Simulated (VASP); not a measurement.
CaO: single point with HSE06

CaO:

```xyz
2
Lattice="0.0000 2.3993 2.3993 2.3993 0.0000 2.3993 2.3993 2.3993 0.0000" Properties=species:S:1:pos:R:3 pbc="T T T"
Ca    0.0000    0.0000    0.0000
O     2.3993    2.3993    2.3993
```

| Property | Result |
| --- | --- |
| Program | VASP 6.6.1 |
| Task | single point |
| Functional | HSE06 |
| Potentials or basis | VASP PAW PBE potentials, release 64 (Ca_sv, O) |
| Cutoff | 520 eV |
| k mesh | 6 × 6 × 6 |
| Occupations | fermi-dirac, width 0.02 eV |
| Spin | no spin polarisation |
| Dipole correction | no |
| Grid for exact exchange (PRECFOCK) | Normal |
| Further INCAR settings | ALGO = Normal; EDIFF = 1e-07; NBANDS = 15 |
| Share of exact exchange | 0.25 |
| Screening parameter | 0.2079 1/Å |

```json
{
 "Pressure": "0.7 GPa",
 "Band gap on the k mesh": "5.29 eV (least direct gap 5.72 eV)"
}
```

Levels at points of the mesh, in eV from the valence-band top:
| k point | band 6 | band 7 | band 8 | band 9 | band 10 | band 11 |
| --- | --- | --- | --- | --- | --- | --- |
| (0.00, 0.00, 0.00) | 0.00 | 0.00 | 0.00 | 6.26 | 8.20 | 8.20 |
| (0.50, 0.00, 0.00) | -2.83 | -1.27 | -1.27 | 9.06 | 10.10 | 10.62 |
| (0.50, 0.50, 0.00) | -1.44 | -0.42 | -0.42 | 5.29 | 10.18 | 11.17 |

Wall time 37 min on 1 thread of Intel(R) Xeon(R) Platinum 8259CL CPU @ 2.50GHz (Skylake/Cascade Lake), with other jobs on the host, peak memory 0.27 GiB.

Caveat: the PAW data sets were made with another functional, which shifts forces and pressure a little. A k mesh can miss the band edges.
